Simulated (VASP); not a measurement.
A run of VASP 6.6.1 is set up as follows.

INCAR

```
PREC = Accurate
ENCUT = 520
EDIFF = 1E-7
ISMEAR = 0
SIGMA = 0.15
LREAL = False
LASPH = True
NELM = 100
ALGO = Fast
ISIF = 2
LWAVE = False
LCHARG = False
GGA = PS
NBANDS = 11
```

File KPOINTS:

```
Automatic mesh
0
Gamma
  20 20 20
```

Contents of POSCAR:

```
Hf
1.0
   -1.3896838530      1.8296609802      1.8296609802
    1.8296609802     -1.3896838530      1.8296609802
    1.8296609802      1.8296609802     -1.3896838530
Hf
1
Direct
    0.0000000000      0.0000000000      0.0000000000
```

Potentials or basis: VASP PAW PBE potentials, release 64 (Hf_pv).

Launch:

```console
$ cat potpaw_PBE.64/Hf_pv/POTCAR > POTCAR
$ mpirun -np 1 vasp_std > vasp.out
```

Task: What does it give for the band gap on the k mesh?

Result: Zero (band 5 reaches 4.83 eV, above the bottom of band 6 at 3.43 eV).

Task: What does it give for the pressure?

Result: -6.2 GPa.

Stress tensor (GPa, compression positive):
```
-6.18 -5.40 -5.40
-5.40 -6.18 -5.40
-5.40 -5.40 -6.18
```

Caveat: the PAW data sets were made with another functional, which shifts forces and pressure a little; spin-orbit coupling is left out, which moves the levels of the heavy elements.
